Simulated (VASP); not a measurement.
Wanted: the native input for a VASP 6.6.1 run.

* Task: relaxation of the atoms
* Functional: PBEsol
* Potentials or basis: VASP PAW PBE potentials, release 64 (Mo_sv, S)
* Cutoff: 520 eV
* k mesh: 12 × 12 × 1
* Occupations: gaussian, width 0.1 eV
* Spin: no spin polarisation
* Dipole correction: yes
* Further INCAR settings: ALGO = Normal; EDIFF = 1e-06; IBRION = 2; EDIFFG = -0.02; NSW = 80

The structure of MoS lies in POSCAR:

```
MoS
1.0
    3.1204068979      0.0000000000      0.0000000000
   -1.5602034489      2.7023516437      0.0000000000
    0.0000000000      0.0000000000     21.0860250635
Mo S
2 2
Direct
    0.6666666667      0.3333333333      0.3556858145
    0.3333333333      0.6666666667      0.6443141855
    0.3333333333      0.6666666667      0.4316152661
    0.6666666667      0.3333333333      0.5683847339
```

One way to write it, as run:

INCAR

```
SYSTEM = MoS
ALGO     = Normal         ! electronic algorithm
DIPOL    = 0.5 0.5 0.500
EDIFF    = 1E-6           ! SCF threshold, eV
EDIFFG   = -0.02          ! ionic threshold
ENCUT    = 520            ! plane-wave cutoff, eV
GGA      = PS             ! functional
IBRION   = 2              ! ionic algorithm
IDIPOL   = 3            
ISIF     = 2              ! what is computed and relaxed
ISMEAR   = 0              ! smearing method
LASPH    = .True.         ! aspherical terms in the spheres
LCHARG   = .False.        ! write CHGCAR
LDIPOL   = .True.       
LREAL    = .False.        ! projectors in reciprocal space
LWAVE    = .False.        ! write WAVECAR
NELM     = 100            ! most SCF steps
NSW      = 80             ! ionic steps
PREC     = Accurate       ! precision mode
SIGMA    = 0.1            ! smearing width, eV
```

KPOINTS

```
k-points
0
Gamma
  12 12 1
  0 0 0
```

Potentials or basis: VASP PAW PBE potentials, release 64 (Mo_sv, S).

Launch:

```console
$ cat potpaw_PBE.64/Mo_sv/POTCAR potpaw_PBE.64/S/POTCAR > POTCAR
$ mpirun -np 1 vasp_std > vasp.out
```

It gave:

```
Energy gained by relaxing    : 52.2 meV/atom
Ionic steps                  : 3
Largest force after relaxing : 0.014 eV/Å
Band gap on the k mesh       : zero (bands 20 and 21 overlap by 0.16 eV)
```

Caveat: the PAW data sets were made with another functional, which shifts forces and pressure a little.

Run time: 2.9 min on 1 thread of Intel(R) Xeon(R) Platinum 8259CL CPU @ 2.50GHz (Skylake/Cascade Lake), on a shared host, peak memory 0.33 GiB.
